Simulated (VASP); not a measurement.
# Ti3Se (Fm-3m) in VASP: density of states with PBE

Aim: the density of states of Ti3Se with PBE.

Everything below comes from runs of VASP 6.6.1. Logs are shortened: lines on timing, memory, paths and dates and some standing lists are left out, and cuts for length are marked.

### Step 1. The cell of the first run

Symmetry: Fm-3m, No. 225, cubic system. Conventional cell: a = 6.348 Å, b = 6.348 Å, c = 6.348 Å, α = 90.00°, β = 90.00°, γ = 90.00°. Ti (site symmetry -43m) has 10 Ti at 2.75 to 3.17 Å and 4 Se at 2.75 Å within 3.6 Å. Ti (site symmetry m-3m) has 8 Ti at 2.75 Å and 6 Se at 3.17 Å within 3.6 Å. Within 3.6 Å of Se (site symmetry m-3m) lie 14 Ti at 2.75 to 3.17 Å.

### Step 2. Density of states, PBE

The input, POSCAR:

```
Ti3Se
1.0
    0.0000000000      3.1739658692      3.1739658692
    3.1739658692      0.0000000000      3.1739658692
    3.1739658692      3.1739658692      0.0000000000
Ti Se
3 1
Direct
    0.2500000000      0.2500000000      0.2500000000
    0.7500000000      0.7500000000      0.7500000000
    0.5000000000      0.5000000000      0.5000000000
    0.0000000000      0.0000000000      0.0000000000
```

The input, INCAR.step1:

```
SYSTEM = Ti3Se
  ALGO = Normal
  EDIFF = 1E-6
  ENCUT = 520
  GGA = PE
  ISIF = 2
  ISMEAR = 0
  LASPH = .True.
  LCHARG = .True.
  LMAXMIX = 4
  LREAL = .False.
  LWAVE = .False.
  NBANDS = 29
  NELM = 100
  PREC = Accurate
  SIGMA = 0.1
```

The input, KPOINTS.step1:

```
k-points
0
Gamma
  12 12 12
  0 0 0
```

The input, INCAR.step2:

```
SYSTEM = Ti3Se
  ALGO = Normal
  EDIFF = 1E-6
  ENCUT = 520
  GGA = PE
  ICHARG = 11
  ISIF = 2
  ISMEAR = -5
  LASPH = .True.
  LCHARG = .False.
  LMAXMIX = 4
  LORBIT = 10
  LREAL = .False.
  LWAVE = .False.
  NEDOS = 1001
  NELM = 100
  PREC = Accurate
  SIGMA = 0.1
```

The input, KPOINTS.step2:

```
k-points
0
Gamma
  18 18 18
  0 0 0
```

Potentials or basis: VASP PAW PBE potentials, release 64 (Ti_sv, Se).

Run with:

```console
$ cat potpaw_PBE.64/Ti_sv/POTCAR potpaw_PBE.64/Se/POTCAR > POTCAR
$ cp INCAR.step1 INCAR
$ cp KPOINTS.step1 KPOINTS
$ mpirun -np 1 vasp_std > vasp.out
$ cp INCAR.step2 INCAR
$ cp KPOINTS.step2 KPOINTS
$ mpirun -np 1 vasp_std > vasp.out
```

OUTCAR:

```text
SYSTEM = Ti3Se
   EDIFF = 1E-6
   ENCUT = 520
   GGA = PE
   ICHARG = 11
   ISIF = 2
   ISMEAR = -5
   LASPH = .True.
   LORBIT = 10
   LREAL = .False.
   NELM = 100
   PREC = Accurate

 ion  position               nearest neighbor table
   1  0.250  0.250  0.250-   4 2.75   4 2.75   4 2.75   3 2.75   4 2.75   3 2.75   3 2.75   3 2.75

   2  0.750  0.750  0.750-   3 2.75   3 2.75   3 2.75   3 2.75   4 2.75   4 2.75   4 2.75   4 2.75

   3  0.500  0.500  0.500-   1 2.75   1 2.75   1 2.75   1 2.75   2 2.75   2 2.75   2 2.75   2 2.75

   4  0.000  0.000  0.000-   2 2.75   2 2.75   2 2.75   1 2.75   2 2.75   1 2.75   1 2.75   1 2.75

  LATTYP: Found a face centered cubic cell.
 ALAT       =     6.3479317384

  Lattice vectors:

 A1 = (   0.0000000000,   3.1739658692,   3.1739658692)
 A2 = (   3.1739658692,   0.0000000000,   3.1739658692)
 A3 = (   3.1739658692,   3.1739658692,   0.0000000000)

Analysis of symmetry for initial positions (statically):
=====================================================================
 Subroutine PRICEL returns:
 Original cell was already a primitive cell.

 Routine SETGRP: Setting up the symmetry group for a
 face centered cubic supercell.

 Subroutine GETGRP returns: Found 48 space group operations
 (whereof 48 operations were pure point group operations)
 out of a pool of 48 trial point group operations.

The static configuration has the point symmetry O_h .

Analysis of symmetry for dynamics (positions and initial velocities):
=====================================================================
 Subroutine PRICEL returns:
 Original cell was already a primitive cell.

 Routine SETGRP: Setting up the symmetry group for a
 face centered cubic supercell.

 Subroutine GETGRP returns: Found 48 space group operations
 (whereof 48 operations were pure point group operations)
 out of a pool of 48 trial point group operations.

The dynamic configuration has the point symmetry O_h .

 Subroutine INISYM returns: Found 48 space group operations
 (whereof 48 operations are pure point group operations),
 and found     1 'primitive' translations

----------------------------------------------------------------------------------------

                                     Primitive cell

  volume of cell :      63.9494

  direct lattice vectors                    reciprocal lattice vectors
     0.000000000  3.173965869  3.173965869    -0.157531625  0.157531625  0.157531625
     3.173965869  0.000000000  3.173965869     0.157531625 -0.157531625  0.157531625
     3.173965869  3.173965869  0.000000000     0.157531625  0.157531625 -0.157531625

  length of vectors
     4.488665579  4.488665579  4.488665579     0.272852778  0.272852778  0.272852778

  position of ions in fractional coordinates (direct lattice)
     0.250000000  0.250000000  0.250000000
     0.750000000  0.750000000  0.750000000
     0.500000000  0.500000000  0.500000000
     0.000000000  0.000000000  0.000000000

  ion indices of the primitive-cell ions
   primitive index   ion index
                 1           1
                 2           2
                 3           3
                 4           4

----------------------------------------------------------------------------------------

 KPOINTS: k-points

Automatic generation of k-mesh.
 Grid dimensions read from file:
 generate k-points for:   18   18   18

 Generating k-lattice:

  Cartesian coordinates                     Fractional coordinates (reciprocal lattice)
    -0.008751757  0.008751757  0.008751757     0.055555556  0.000000000  0.000000000
     0.008751757 -0.008751757  0.008751757     0.000000000  0.055555556  0.000000000
     0.008751757  0.008751757 -0.008751757     0.000000000  0.000000000  0.055555556

  Length of vectors
     0.015158488  0.015158488  0.015158488

  Shift w.r.t. Gamma in fractional coordinates (k-lattice)
     0.000000000  0.000000000  0.000000000

 TETIRR: Found    806 inequivalent tetrahedra from    34992

 Subroutine IBZKPT returns following result:
 ===========================================

 Found    195 irreducible k-points:

 Following reciprocal coordinates:
            Coordinates               Weight
  0.000000  0.000000  0.000000      1.000000
  0.055556  0.000000  0.000000      8.000000
  0.111111  0.000000  0.000000      8.000000
  0.166667  0.000000  0.000000      8.000000
  0.222222  0.000000  0.000000      8.000000
  0.277778  0.000000  0.000000      8.000000
[... 16 lines left out ...]
 -0.277778  0.055556  0.000000     24.000000
 -0.222222  0.055556  0.000000     24.000000
 [... further k-points ...]
   k-points           NKPTS =    195   k-points in BZ     NKDIM =    195   number of bands    NBANDS=     25
   number of dos      NEDOS =   1001   number of ions     NIONS =      4
   total plane-waves  NPLWV =  46656
   dimension x,y,z NGX =    36 NGY =   36 NGZ =   36
   dimension x,y,z NGXF=    72 NGYF=   72 NGZF=   72
   ions per type =               3   1
   NGX,Y,Z   is equivalent  to a cutoff of  13.33, 13.33, 13.33 a.u.
   NGXF,Y,Z  is equivalent  to a cutoff of  26.67, 26.67, 26.67 a.u.
 SYSTEM =  Ti3Se
   PREC   = accura    normal or accurate (medium, high low for compatibility)
   ISTART =      0    job   : 0-new  1-cont  2-samecut
   ICHARG =     11    charge: 1-file 2-atom 10-const
   ISPIN  =      1    spin polarized calculation?
   LNONCOLLINEAR =      F non collinear calculations
   LSORBIT =      F    spin-orbit coupling
   LASPH  =      T    aspherical Exc in radial PAW
   ENCUT  =  520.0 eV  38.22 Ry    6.18 a.u.   8.35  8.35  8.35*2*pi/ulx,y,z
   NELM   =    100;   NELMIN=  2; NELMDL=  0     # of ELM steps
   EDIFF  = 0.1E-05   stopping-criterion for ELM
   LREAL  =      F    real-space projection
   EDIFFG = 0.1E-04   stopping-criterion for IOM
   NSW    =      0    number of steps for IOM
   IBRION =     -1    ionic relax: 0-MD 1-quasi-New 2-CG
   NFREE  =      0    steps in history (QN), initial steepest desc. (CG)
   ISIF   =      2    stress and relaxation
   ISYM   =      2    0-nonsym 1-usesym 2-fastsym
   POTIM  = 0.5000    time-step for ionic-motion
   TEBEG  =    0.0;   TEEND  =   0.0 temperature during run
   PSTRESS=    0.0 pullay stress
   NELECT =      42.0000    total number of electrons
   NUPDOWN=      -1.0000    fix difference up-down
   EMIN   =  10.00;   EMAX   =-10.00  energy-range for DOS
   EFERMI =   0.00;   METHOD = LEGACY
   ISMEAR =    -5;   SIGMA  =   0.10  broadening in eV -4-tet -1-fermi 0-gaus
   EFERMI_NEDOS =   21; number of points for ismear=-14 and -15
   IALGO  =     38    algorithm
   IMIX   =      4    mixing-type and parameters
     AMIX     =   0.40;   BMIX     =  1.00
     AMIX_MAG =   1.60;   BMIX_MAG =  1.00
  volume/ion in A,a.u.               =      15.99       107.89
  Fermi-wavevector in a.u.,A,eV,Ry     =   1.423024  2.689126 27.551776  2.024998
  Thomas-Fermi vector in A             =   2.543666
   LORBIT       =     10    0 simple, 1 ext, 2 COOP (PROOUT), +10 PAW based schemes
   GGA     = PE    functional components
   LHFCALC =     F    Hartree Fock is set to
   AEXX    =    0.0000 exact exchange contribution
   IVDW    =     0    specifies the selected vdW correction
   LEPSILON=     F    determine dielectric tensor
   LRPA    =     F    only Hartree local field effects (RPA)
 non-spin polarized calculation
 Fermi weights with tetrahedron method with Bloechl corrections
  energy-cutoff  :      520.00
  volume of cell :       63.95
 maximum number of plane-waves:      1759
 NGX is ok and might be reduce to    36

 number of electron      42.0000004 magnetization

 Free energy of the ion-electron system (eV)
  ---------------------------------------------------
  ext. energy  EPLUGINS =         0.00000000
  ---------------------------------------------------
  free energy    TOTEN  =       -27.28214777 eV

  energy without entropy =      -27.28214777  energy(sigma->0) =      -27.28214777

 E-fermi :   9.5363     XC(G=0): -11.8139

 val. band max:        9.5551198643   @ k =  -0.4444   0.3333   0.1667
 cond. band min:       9.5128808703   @ k =   0.4444   0.0000   0.0000
 fundamental gap:     -0.0422389940
 Fermi energy:         9.5362922405

 k-point     1 :       0.0000    0.0000    0.0000
  band No.  band energies     occupation
      1     -47.0842      2.00000
      2     -47.0182      2.00000
      3     -46.4535      2.00000
      4     -23.4298      2.00000
      5     -23.4298      2.00000
      6     -23.4298      2.00000
[... 17 lines left out ...]
     24      11.5240      0.00000
     25      11.5308      0.00000

 k-point     2 :       0.0556    0.0000    0.0000
  band No.  band energies     occupation
      1     -47.0834      2.00000
      2     -47.0185      2.00000
      3     -46.4540      2.00000
      4     -23.4376      2.00000
      5     -23.4313      2.00000
      6     -23.4313      2.00000
[... 17 lines left out ...]
     24      11.4256      0.00000
     25      11.4271      0.00000

 k-point     3 :       0.1111    0.0000    0.0000
  band No.  band energies     occupation
      1     -47.0811      2.00000
      2     -47.0195      2.00000
      3     -46.4553      2.00000
      4     -23.4521      2.00000
      5     -23.4356      2.00000
      6     -23.4356      2.00000
[... 552 lines left out ...]
 k-point    23 :      -0.2778    0.0556    0.0000
  band No.  band energies     occupation
      1     -47.0649      2.00000
      2     -47.0276      2.00000
      3     -46.4637      2.00000
      4     -23.4806      2.00000
      5     -23.4656      2.00000
      6     -23.4447      2.00000
[... 17 lines left out ...]
     24      10.6236      0.00000
     25      10.6516      0.00000

 k-point    24 :      -0.2222    0.0556    0.0000
  band No.  band energies     occupation
      1     -47.0705      2.00000
      2     -47.0246      2.00000
      3     -46.4611      2.00000
      4     -23.4786      2.00000
      5     -23.4628      2.00000
      6     -23.4352      2.00000
[... 17 lines left out ...]
     24      10.7765      0.00000
     25      10.8584      0.00000

 [... further k-points ...]
[... 5 lines left out ...]
  --------------------------------------------------------------------------------------
  -------------------------------------------------------------------------------------
  Total        0.0196815      0.0196815      0.0196815      0.0000000      0.0000000      0.0000000
  in kB        0.4930976      0.4930976      0.4930976      0.0000000      0.0000000      0.0000000
  external PRESSURE =       0.4930976 kB  Pullay stress =       0.0000000 kB

 VOLUME and BASIS-vectors are now :
 -----------------------------------------------------------------------------
  energy-cutoff  :      520.00
  volume of cell :       63.95
      direct lattice vectors                 reciprocal lattice vectors
     0.000000000  3.173965869  3.173965869    -0.157531625  0.157531625  0.157531625
     3.173965869  0.000000000  3.173965869     0.157531625 -0.157531625  0.157531625
     3.173965869  3.173965869  0.000000000     0.157531625  0.157531625 -0.157531625

 POSITION                                       TOTAL-FORCE (eV/Angst)
 -----------------------------------------------------------------------------------
      1.58698      1.58698      1.58698        -0.000000     -0.000000     -0.000000
      4.76095      4.76095      4.76095         0.000000      0.000000      0.000000
      3.17397      3.17397      3.17397         0.000000      0.000000      0.000000
      0.00000      0.00000      0.00000         0.000000      0.000000      0.000000
 -----------------------------------------------------------------------------------
    total drift:                                0.000000      0.000000      0.000000

  FREE ENERGIE OF THE ION-ELECTRON SYSTEM (eV)
  ---------------------------------------------------
  free  energy   TOTEN  =       -27.2821477732 eV

  energy  without entropy=      -27.2821477732  energy(sigma->0) =      -27.28214777

 total charge

# of ion       s       p       d       tot
------------------------------------------
    1        2.177   6.118   2.054  10.348
    2        2.177   6.118   2.054  10.348
    3        2.250   6.040   2.200  10.490
    4        1.439   2.242   0.125   3.805
--------------------------------------------------
tot          8.043  20.517   6.432  34.992
```

Run time: 5.9 min. Hardware: 1 thread of AMD EPYC 7R13 (Zen 3), shared host; peak memory 0.37 GiB.

What came out:

```
Valence electrons inside the program's atomic spheres : Ti 10.35, 10.49; Se 3.81
```

Caveat: tetrahedron occupations give inexact forces and stress in metals.
